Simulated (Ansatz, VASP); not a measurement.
InSb: VASP beside Ansatz

```
CELL_PARAMETERS angstrom
5.02956 0.00000 0.00000
-2.51478 4.35573 0.00000
0.00000 0.00000 6.20579
ATOMIC_POSITIONS crystal
In 0.33333 0.66667 0.25000
In 0.66667 0.33333 0.75000
Sb 0.66667 0.33333 0.25000
Sb 0.33333 0.66667 0.75000
```

Alike in both runs: task single point; functional PBE; k mesh 6 × 6 × 4; occupations fermi-dirac, width 0.02 eV; no spin polarisation.

|  | VASP | Ansatz |
| --- | --- | --- |
| version | VASP 6.6.1 | Ansatz 0.2.0 |
| potentials or method | VASP PAW PBE potentials, release 64 (In_d, Sb) | plane waves, PAW |
| plane-wave cutoff (eV) | 520 | 420 |
| valence electrons in the cell | 36 | 56 |

```csv
,VASP,Ansatz,Ansatz less VASP
pressure (GPa),1.3,1.3,+0.01
"traceless stress, the component that is largest in VASP (GPa)",-0.52,-0.53,-0.002
```

The functional is the same, so the differences come from potentials, cutoffs and numerics. VASP's potentials hold 36 valence electrons a cell and Ansatz's 56, so a difference there can come from the potentials and not from the codes.

Spin-orbit coupling is off throughout.
